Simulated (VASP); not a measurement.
Wanted: the native input for a VASP 6.6.1 run.

| Property | Result |
| --- | --- |
| Task | single point |
| Functional | PBEsol |
| Potentials or basis | VASP PAW PBE potentials, release 64 (Pb_d, Se) |
| Cutoff | 520 eV |
| k mesh | 9 × 9 × 9 |
| Occupations | gaussian, width 0.1 eV |
| Spin | no spin polarisation |
| Dipole correction | no |
| Further INCAR settings | ALGO = Normal; EDIFF = 1e-07; NBANDS = 17 |

The structure of PbSe lies in POSCAR:

```
PbSe
1.0
    3.8166779531     -0.1513728800     -0.1513728800
   -0.1513728800      3.8166779531     -0.1513728800
   -0.1513728800     -0.1513728800      3.8166779531
Pb Se
1 1
Direct
    0.0000000000      0.0000000000      0.0000000000
    0.5000000000      0.5000000000      0.5000000000
```

This cell differs from its parent crystal: strained.

One way to write it, as run:

INCAR

```
PREC = Accurate
ENCUT = 520
EDIFF = 1E-7
ISMEAR = 0
SIGMA = 0.1
LREAL = False
LASPH = True
NELM = 100
ALGO = Normal
ISIF = 2
LWAVE = False
LCHARG = False
GGA = PS
NBANDS = 17
```

KPOINTS

```
regular mesh
0
Gamma
  9 9 9
```

Potentials or basis: VASP PAW PBE potentials, release 64 (Pb_d, Se).

Launch:

```sh
$ cat potpaw_PBE.64/Pb_d/POTCAR potpaw_PBE.64/Se/POTCAR > POTCAR
$ mpirun -np 1 vasp_std > vasp.out
```

Results of the run:

```
Pressure               : -3.4 GPa
Band gap on the k mesh : zero (bands 10 and 11 overlap by 0.74 eV)
```

Caveat: the cell differs from its parent crystal (strained); the cell stands under tension; semilocal functionals underestimate gaps, and a narrow one can read as zero; the PAW data sets were made with another functional, which shifts forces and pressure a little; spin-orbit coupling is left out, which moves the levels of the heavy elements.

Wall time 90 s on 1 thread of AMD EPYC 7R13, with other jobs on the host, peak memory 0.19 GiB.
